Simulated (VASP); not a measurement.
# MgS in VASP: a series of runs

MgS is run at these levels: r2SCAN; tasks: single point.

All numbers are computed with VASP 6.6.1; they aren't measurements. Logs are shortened: lines on timing, memory, paths and dates and some standing lists are left out, and cuts for length are marked.

**1. The cell of the first run**

Symmetry: P6_3mc, No. 186, hexagonal system. Conventional cell: a = 4.035 Å, b = 4.035 Å, c = 6.432 Å, α = 90.00°, β = 90.00°, γ = 120.00°. Mg (site symmetry 3m) has 4 S at 2.45 to 2.47 Å within 3.2 Å. S (site symmetry 3m) has 4 Mg at 2.45 to 2.47 Å within 3.2 Å.

**2. Single point, r2SCAN**

POSCAR

```
MgS
1.0
    4.0346224100      0.0000000000      0.0000000000
   -2.0173112000      3.4940855000      0.0000000000
    0.0000000000      0.0000000000      6.4322941800
Mg S
2 2
Direct
    0.6666666667      0.3333333333      0.4957548500
    0.3333333333      0.6666666667      0.9957548500
    0.3333333333      0.6666666667      0.3792441500
    0.6666666667      0.3333333333      0.8792441500
```

INCAR.step1

```
SYSTEM = MgS
PREC = Accurate
ENCUT = 660
ISMEAR = 0
SIGMA = 0.02
LREAL = .False.
LASPH = .True.
NELM = 120
NBANDS = 16
GGA = PE
ALGO = Normal
EDIFF = 1E-5
LWAVE = .True.
LCHARG = .False.
GGA_COMPAT = .False.
```

INCAR.step2

```
SYSTEM = MgS
PREC = Accurate
ENCUT = 660
EDIFF = 1E-6
ISMEAR = 0
SIGMA = 0.02
LREAL = .False.
LASPH = .True.
NELM = 120
ALGO = Normal
ISIF = 2
LWAVE = .False.
LCHARG = .True.
METAGGA = R2SCAN
LMIXTAU = .True.
LELF = .True.
LVHAR = .True.
NBANDS = 16
ISTART = 1
GGA_COMPAT = .False.
```

KPOINTS

```
Automatic mesh
0
Gamma
  6 6 4
  0 0 0
```

Potentials or basis: VASP PAW PBE potentials, release 64 (Mg, S).

Started as:

```sh
> cat potpaw_PBE.64/Mg/POTCAR potpaw_PBE.64/S/POTCAR > POTCAR
> cp INCAR.step1 INCAR
> mpirun -np 1 vasp_std > vasp.out
> cp INCAR.step2 INCAR
> mpirun -np 1 vasp_std > vasp.out
```

OUTCAR:

```text
SYSTEM = MgS
   PREC = Accurate
   ENCUT = 660
   EDIFF = 1E-6
   ISMEAR = 0
   LREAL = .False.
   LASPH = .True.
   NELM = 120
   ISIF = 2
   METAGGA = R2SCAN
   ISTART = 1

 ion  position               nearest neighbor table
   1  0.667  0.333  0.496-   3 2.45   3 2.45   3 2.45   4 2.47
   2  0.333  0.667  0.996-   4 2.45   4 2.45   4 2.45   3 2.47
   3  0.333  0.667  0.379-   1 2.45   1 2.45   1 2.45   2 2.47
   4  0.667  0.333  0.879-   2 2.45   2 2.45   2 2.45   1 2.47

  LATTYP: Found a hexagonal cell.
 ALAT       =     4.0346224100
 C/A-ratio  =     1.5942741418

  Lattice vectors:

 A1 = (   4.0346224100,   0.0000000000,   0.0000000000)
 A2 = (  -2.0173112000,   3.4940855000,   0.0000000000)
 A3 = (   0.0000000000,   0.0000000000,   6.4322941800)

Analysis of symmetry for initial positions (statically):
=====================================================================
 Subroutine PRICEL returns:
 Original cell was already a primitive cell.

 Routine SETGRP: Setting up the symmetry group for a
 hexagonal supercell.

 Subroutine GETGRP returns: Found 12 space group operations
 (whereof  6 operations were pure point group operations)
 out of a pool of 24 trial point group operations.

The static configuration has the point symmetry C_3v.
 The point group associated with its full space group is C_6v.

Analysis of symmetry for dynamics (positions and initial velocities):
=====================================================================
 Subroutine PRICEL returns:
 Original cell was already a primitive cell.

 Routine SETGRP: Setting up the symmetry group for a
 hexagonal supercell.

 Subroutine GETGRP returns: Found 12 space group operations
 (whereof  6 operations were pure point group operations)
 out of a pool of 24 trial point group operations.

The dynamic configuration has the point symmetry C_3v.
 The point group associated with its full space group is C_6v.

 Subroutine INISYM returns: Found 12 space group operations
 (whereof  6 operations are pure point group operations),
 and found     1 'primitive' translations

----------------------------------------------------------------------------------------

                                     Primitive cell

  volume of cell :      90.6781

  direct lattice vectors                    reciprocal lattice vectors
     4.034622410  0.000000000  0.000000000     0.247854669  0.143098959  0.000000000
    -2.017311200  3.494085500  0.000000000     0.000000000  0.286197919  0.000000000
     0.000000000  0.000000000  6.432294180     0.000000000  0.000000000  0.155465526

  length of vectors
     4.034622410  4.034622406  6.432294180     0.286197919  0.286197919  0.155465526

  position of ions in fractional coordinates (direct lattice)
     0.666666667  0.333333333  0.495754850
     0.333333333  0.666666667  0.995754850
     0.333333333  0.666666667  0.379244150
     0.666666667  0.333333333  0.879244150

  ion indices of the primitive-cell ions
   primitive index   ion index
                 1           1
                 2           2
                 3           3
                 4           4

----------------------------------------------------------------------------------------

 KPOINTS: Automatic mesh

Automatic generation of k-mesh.
 Grid dimensions read from file:
 generate k-points for:    6    6    4

 Generating k-lattice:

  Cartesian coordinates                     Fractional coordinates (reciprocal lattice)
     0.041309111  0.023849827  0.000000000     0.166666667  0.000000000  0.000000000
     0.000000000  0.047699653  0.000000000     0.000000000  0.166666667  0.000000000
     0.000000000  0.000000000  0.038866382     0.000000000  0.000000000  0.250000000

  Length of vectors
     0.047699653  0.047699653  0.038866382

  Shift w.r.t. Gamma in fractional coordinates (k-lattice)
     0.000000000  0.000000000  0.000000000

 Subroutine IBZKPT returns following result:
 ===========================================

 Found     21 irreducible k-points:

 Following reciprocal coordinates:
            Coordinates               Weight
  0.000000  0.000000  0.000000      1.000000
  0.166667 -0.000000  0.000000      6.000000
  0.333333 -0.000000  0.000000      6.000000
  0.500000 -0.000000  0.000000      3.000000
  0.166667  0.166667  0.000000      6.000000
  0.333333  0.166667  0.000000     12.000000
[... 13 lines left out ...]
  0.333333  0.166667  0.500000     12.000000
  0.333333  0.333333  0.500000      2.000000
   k-points           NKPTS =     21   k-points in BZ     NKDIM =     21   number of bands    NBANDS=     16
   number of dos      NEDOS =    301   number of ions     NIONS =      4
   total plane-waves  NPLWV =  69984
   dimension x,y,z NGX =    36 NGY =   36 NGZ =   54
   dimension x,y,z NGXF=    72 NGYF=   72 NGZF=  108
   ions per type =               2   2
   NGX,Y,Z   is equivalent  to a cutoff of  14.83, 14.83, 13.96 a.u.
   NGXF,Y,Z  is equivalent  to a cutoff of  29.67, 29.67, 27.91 a.u.
 SYSTEM =  MgS
   PREC   = accura    normal or accurate (medium, high low for compatibility)
   ISTART =      1    job   : 0-new  1-cont  2-samecut
   ICHARG =      0    charge: 1-file 2-atom 10-const
   ISPIN  =      1    spin polarized calculation?
   LNONCOLLINEAR =      F non collinear calculations
   LSORBIT =      F    spin-orbit coupling
   LASPH  =      T    aspherical Exc in radial PAW
   ENCUT  =  660.0 eV  48.51 Ry    6.96 a.u.   8.45  8.45 13.47*2*pi/ulx,y,z
   NELM   =    120;   NELMIN=  2; NELMDL=  0     # of ELM steps
   EDIFF  = 0.1E-05   stopping-criterion for ELM
   LREAL  =      F    real-space projection
   EDIFFG = 0.1E-04   stopping-criterion for IOM
   NSW    =      0    number of steps for IOM
   IBRION =     -1    ionic relax: 0-MD 1-quasi-New 2-CG
   NFREE  =      0    steps in history (QN), initial steepest desc. (CG)
   ISIF   =      2    stress and relaxation
   ISYM   =      2    0-nonsym 1-usesym 2-fastsym
   POTIM  = 0.5000    time-step for ionic-motion
   TEBEG  =    0.0;   TEEND  =   0.0 temperature during run
   PSTRESS=    0.0 pullay stress
   NELECT =      16.0000    total number of electrons
   NUPDOWN=      -1.0000    fix difference up-down
   EMIN   =  10.00;   EMAX   =-10.00  energy-range for DOS
   EFERMI =   0.00;   METHOD = LEGACY
   ISMEAR =     0;   SIGMA  =   0.02  broadening in eV -4-tet -1-fermi 0-gaus
   EFERMI_NEDOS =   21; number of points for ismear=-14 and -15
   IALGO  =     38    algorithm
   IMIX   =      4    mixing-type and parameters
     AMIX     =   0.40;   BMIX     =  1.00
     AMIX_MAG =   1.60;   BMIX_MAG =  1.00
  volume/ion in A,a.u.               =      22.67       152.98
  Fermi-wavevector in a.u.,A,eV,Ry     =   0.918221  1.735187 11.471486  0.843130
  Thomas-Fermi vector in A             =   2.043279
   LORBIT       =      0    0 simple, 1 ext, 2 COOP (PROOUT), +10 PAW based schemes
   METAGGA = R2SCAN    functional components
   LHFCALC =     F    Hartree Fock is set to
   AEXX    =    0.0000 exact exchange contribution
   IVDW    =     0    specifies the selected vdW correction
   LEPSILON=     F    determine dielectric tensor
   LRPA    =     F    only Hartree local field effects (RPA)
 non-spin polarized calculation
 Gauss-broadening in eV      SIGMA  =   0.02
  energy-cutoff  :      660.00
  volume of cell :       90.68
 maximum number of plane-waves:      3531
 NGX is ok and might be reduce to    36
   NGX = 17   NGY = 17   NGZ = 27

 number of electron      15.9999999 magnetization

 Free energy of the ion-electron system (eV)
  ---------------------------------------------------
  ext. energy  EPLUGINS =         0.00000000
  ---------------------------------------------------
  free energy    TOTEN  =       -30.93681164 eV

  energy without entropy =      -30.93681164  energy(sigma->0) =      -30.93681164

 E-fermi :   1.0255     XC(G=0):  -8.7720

 val. band max:        0.9087754119   @ k =   0.0000   0.0000   0.0000
 cond. band min:       5.0119968479   @ k =   0.0000   0.0000   0.0000
 fundamental gap:      4.1032214360
 Fermi energy:         1.0255396998

 k-point     1 :       0.0000    0.0000    0.0000
  band No.  band energies     occupation
      1     -10.9793      2.00000
      2     -10.2326      2.00000
      3      -2.3400      2.00000
      4       0.3142      2.00000
      5       0.3142      2.00000
      6       0.7399      2.00000
[... 8 lines left out ...]
     15      10.0416      0.00000
     16      10.7361      0.00000

 k-point     2 :       0.1667   -0.0000    0.0000
  band No.  band energies     occupation
      1     -10.8434      2.00000
      2     -10.1680      2.00000
      3      -2.1224      2.00000
      4      -0.4323      2.00000
      5      -0.0156      2.00000
      6       0.1065      2.00000
[... 8 lines left out ...]
     15      10.2114      0.00000
     16      10.2225      0.00000

 k-point     3 :       0.3333   -0.0000    0.0000
  band No.  band energies     occupation
      1     -10.5207      2.00000
      2     -10.0606      2.00000
      3      -1.6902      2.00000
      4      -1.4594      2.00000
      5      -1.0738      2.00000
      6      -0.2247      2.00000
[... 8 lines left out ...]
     15      10.2416      0.00000
     16      11.7110      0.00000

 k-point     4 :       0.5000   -0.0000    0.0000
  band No.  band energies     occupation
      1     -10.2988      2.00000
      2     -10.0505      2.00000
      3      -2.1222      2.00000
      4      -1.5402      2.00000
      5      -0.9895      2.00000
      6      -0.3663      2.00000
[... 8 lines left out ...]
     15      10.6376      0.00000
     16      12.8340      0.00000

 k-point     5 :       0.1667    0.1667    0.0000
  band No.  band energies     occupation
      1     -10.6117      2.00000
      2     -10.0816      2.00000
      3      -1.7299      2.00000
      4      -1.0401      2.00000
      5      -1.0296      2.00000
      6      -0.1621      2.00000
[... 8 lines left out ...]
     15      10.5692      0.00000
     16      10.8290      0.00000

 k-point     6 :       0.3333    0.1667    0.0000
  band No.  band energies     occupation
      1     -10.3089      2.00000
      2     -10.0426      2.00000
      3      -1.8476      2.00000
      4      -1.4145      2.00000
      5      -1.0215      2.00000
      6      -0.7166      2.00000
[... 8 lines left out ...]
     15      10.4298      0.00000
     16      12.0460      0.00000
[... 210 lines left out ...]
 k-point    18 :       0.5000   -0.0000    0.5000
  band No.  band energies     occupation
      1     -10.1720      2.00000
      2     -10.1720      2.00000
      3      -2.2243      2.00000
      4      -2.2243      2.00000
      5      -0.0075      2.00000
      6      -0.0075      2.00000
[... 8 lines left out ...]
     15      11.1106      0.00000
     16      11.1106      0.00000

 k-point    19 :       0.1667    0.1667    0.5000
  band No.  band energies     occupation
      1     -10.3586      2.00000
      2     -10.3586      2.00000
      3      -1.5546      2.00000
      4      -1.5546      2.00000
      5      -0.1446      2.00000
      6      -0.1446      2.00000
[... 8 lines left out ...]
     15      10.4671      0.00000
     16      10.4671      0.00000

 k-point    20 :       0.3333    0.1667    0.5000
  band No.  band energies     occupation
      1     -10.1739      2.00000
      2     -10.1739      2.00000
      3      -2.0166      2.00000
      4      -2.0166      2.00000
      5      -0.5553      2.00000
      6      -0.5553      2.00000
[... 8 lines left out ...]
     15      10.9964      0.00000
     16      10.9964      0.00000

 k-point    21 :       0.3333    0.3333    0.5000
  band No.  band energies     occupation
      1     -10.1105      2.00000
      2     -10.1105      2.00000
      3      -1.8922      2.00000
      4      -1.8922      2.00000
      5      -1.1249      2.00000
      6      -1.1249      2.00000
[... 8 lines left out ...]
     15      10.8186      0.00000
     16      10.8186      0.00000

------------------------ aborting loop because EDIFF is reached ----------------------------------------

  FORCE on cell =-STRESS in cart. coord.  units (eV):
  Direction    XX          YY          ZZ          XY          YZ          ZX
  --------------------------------------------------------------------------------------
  -------------------------------------------------------------------------------------
  Total       -0.1130459     -0.1130459     -0.1981346     -0.0000000      0.0000000      0.0000000
  in kB       -1.9973902     -1.9973902     -3.5008104     -0.0000000      0.0000000      0.0000000
  external PRESSURE =      -2.4985303 kB  Pullay stress =       0.0000000 kB

 VOLUME and BASIS-vectors are now :
 -----------------------------------------------------------------------------
  energy-cutoff  :      660.00
  volume of cell :       90.68
      direct lattice vectors                 reciprocal lattice vectors
     4.034622410  0.000000000  0.000000000     0.247854669  0.143098959  0.000000000
    -2.017311200  3.494085500  0.000000000     0.000000000  0.286197919  0.000000000
     0.000000000  0.000000000  6.432294180     0.000000000  0.000000000  0.155465526

 POSITION                                       TOTAL-FORCE (eV/Angst)
 -----------------------------------------------------------------------------------
      2.01731      1.16470      3.18884        -0.000000      0.000000      0.055289
      0.00000      2.32939      6.40499         0.000000     -0.000000      0.055289
      0.00000      2.32939      2.43941         0.000000     -0.000000     -0.055289
      2.01731      1.16470      5.65556        -0.000000      0.000000     -0.055289
 -----------------------------------------------------------------------------------
    total drift:                               -0.000000      0.000000     -0.008457

  FREE ENERGIE OF THE ION-ELECTRON SYSTEM (eV)
  ---------------------------------------------------
  free  energy   TOTEN  =       -30.9368116415 eV

  energy  without entropy=      -30.9368116415  energy(sigma->0) =      -30.93681164
```

It took 4.5 min on 1 thread of Intel Xeon 8259CL, shared host; peak memory 0.29 GiB.

Results:

```yaml
Free_energy: -30.9368 eV
Pressure: -0.2 GPa
Largest_force: 0.055 eV/Å
Band_gap_on_the_k_mesh: 4.10 eV
```

Forces in eV/Å, atoms in the order of the input:
```
Mg   0.000  0.000  0.055
Mg   0.000  0.000  0.055
S    0.000  0.000 -0.055
S    0.000  0.000 -0.055
```

Stress tensor (GPa, compression positive):
```
-0.20  0.00  0.00
 0.00 -0.20  0.00
 0.00  0.00 -0.35
```

Levels at points of the mesh, in eV from the valence-band top:
```tsv
k point	band 6	band 7	band 8	band 9	band 10	band 11
(0.00, 0.00, 0.00)	-0.17	-0.17	0.00	4.10	5.34	8.08
(0.50, 0.00, 0.00)	-1.28	-0.93	-0.49	5.24	5.69	6.43
(0.00, 0.00, 0.50)	-0.39	-0.39	-0.39	5.57	5.57	8.21
(0.50, 0.00, 0.50)	-0.92	-0.82	-0.82	5.16	5.16	6.90
```

Caveat: the PAW data sets were made with another functional, which shifts forces and pressure a little.

**3. Single point, r2SCAN**

POSCAR, as its differences from that of step 2:

```diff
@@ -2,4 +2,4 @@
 1.0
-    4.0346224100      0.0000000000      0.0000000000
-   -2.0173112000      3.4940855000      0.0000000000
+    4.0346224100     -0.0403462241      0.0000000000
+   -2.0522520550      3.5142586120      0.0000000000
     0.0000000000      0.0000000000      6.4322941800
```

INCAR.step1

```
PREC     = Accurate       # precision mode
ENCUT    = 660            # plane-wave cutoff, eV
ISMEAR   = 0              # smearing method
SIGMA    = 0.02           # smearing width, eV
LREAL    = F              # projectors in reciprocal space
LASPH    = T              # aspherical terms in the spheres
NELM     = 120            # most SCF steps
NBANDS   = 16             # bands
GGA      = PE             # functional
ALGO     = Normal         # electronic algorithm
EDIFF    = 1E-5           # SCF threshold, eV
LWAVE    = T              # write WAVECAR
LCHARG   = F              # write CHGCAR
GGA_COMPAT= F
```

INCAR.step2

```
PREC     = Accurate       # precision mode
ENCUT    = 660            # plane-wave cutoff, eV
EDIFF    = 1E-6           # SCF threshold, eV
ISMEAR   = 0              # smearing method
SIGMA    = 0.02           # smearing width, eV
LREAL    = F              # projectors in reciprocal space
LASPH    = T              # aspherical terms in the spheres
NELM     = 120            # most SCF steps
ALGO     = Normal         # electronic algorithm
ISIF     = 2              # what is computed and relaxed
LWAVE    = F              # write WAVECAR
LCHARG   = F              # write CHGCAR
METAGGA  = R2SCAN         # meta-GGA
LMIXTAU  = T            
NBANDS   = 16             # bands
ISTART   = 1            
GGA_COMPAT= F
```

KPOINTS

```
regular mesh
0
Gamma
  6 6 4
```

Potentials or basis: VASP PAW PBE potentials, release 64 (Mg, S).

Started as:

```sh
> cat potpaw_PBE.64/Mg/POTCAR potpaw_PBE.64/S/POTCAR > POTCAR
> cp INCAR.step1 INCAR
> mpirun -np 1 vasp_std > vasp.out
> cp INCAR.step2 INCAR
> mpirun -np 1 vasp_std > vasp.out
```

Run time: 8.1 min. Hardware: 1 thread of Intel Xeon 8259CL, shared host; peak memory 0.35 GiB.

Results (log left out):

| Quantity | Value |
| --- | --- |
| Free energy | -30.9320 eV |
| Pressure | -0.2 GPa |
| Largest force | 0.139 eV/Å |
| Band gap on the k mesh | 4.10 eV |

Forces on the atoms (eV/Å):
```
Mg  -0.105 -0.004  0.058
Mg   0.105  0.004  0.058
S    0.127  0.004 -0.058
S   -0.127 -0.004 -0.058
```

Stress tensor (GPa, compression positive):
```
-0.17  0.84  0.00
 0.84 -0.18  0.00
 0.00  0.00 -0.35
```

Levels at points of the mesh, in eV from the valence-band top:
| k point | band 6 | band 7 | band 8 | band 9 | band 10 | band 11 |
| --- | --- | --- | --- | --- | --- | --- |
| (0.00, 0.00, 0.00) | -0.20 | -0.14 | 0.00 | 4.10 | 5.34 | 7.97 |
| (0.50, 0.00, 0.00) | -1.34 | -0.94 | -0.54 | 5.16 | 5.67 | 6.38 |
| (0.00, 0.50, 0.00) | -1.28 | -0.93 | -0.49 | 5.25 | 5.69 | 6.43 |
| (0.50, 0.50, 0.00) | -1.21 | -0.93 | -0.43 | 5.33 | 5.70 | 6.47 |
| (0.00, 0.00, 0.50) | -0.42 | -0.36 | -0.36 | 5.56 | 5.56 | 8.10 |
| (0.50, 0.00, 0.50) | -0.97 | -0.81 | -0.81 | 5.13 | 5.13 | 6.88 |
| (0.00, 0.50, 0.50) | -0.92 | -0.81 | -0.81 | 5.16 | 5.16 | 6.90 |
| (0.50, 0.50, 0.50) | -0.86 | -0.82 | -0.82 | 5.19 | 5.19 | 6.92 |

Caveat: the PAW data sets were made with another functional, which shifts forces and pressure a little.

(Part 1 of 2 ends here.)
